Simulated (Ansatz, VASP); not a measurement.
**Two plane-wave programs on ZrOF2**

```
Zr O F
1.0
     3.99049    0.00000    0.00000
     0.00000    3.99049    0.00000
     0.00000    0.00000    3.78062
Zr O F
1 1 2
Direct
  0.50000 0.50000 0.50000
  0.00000 0.00000 0.00000
  0.50000 0.00000 0.50000
  0.00000 0.50000 0.50000
```

Change from the starting cell: species swapped into the AlGaN2 type (P-4m2, No. 115).

Alike in both runs: functional PBE; k mesh 12 × 12 × 12; occupations gaussian, width 0.1 eV; no spin polarisation.

Ansatz relaxed the structure, and its values are those at the end. VASP's run is a single point on that final structure, the one shown.

|  | VASP | Ansatz |
| --- | --- | --- |
| version | VASP 6.6.1 | Ansatz 0.2.0 |
| potentials or method | VASP PAW PBE potentials, release 64 (Zr_sv, O, F), cutoff 520 eV | scalar-relativistic, plane waves, PAW |
| valence electrons in the cell | 32 | 32 |

```tsv
	VASP	Ansatz	Ansatz less VASP
gap on the k mesh at the Fermi level (eV)	none	none	-
pressure (GPa)	0.2	0.0	-0.17
```

A gap of «none» marks a metal or a gap that the smearing closes.
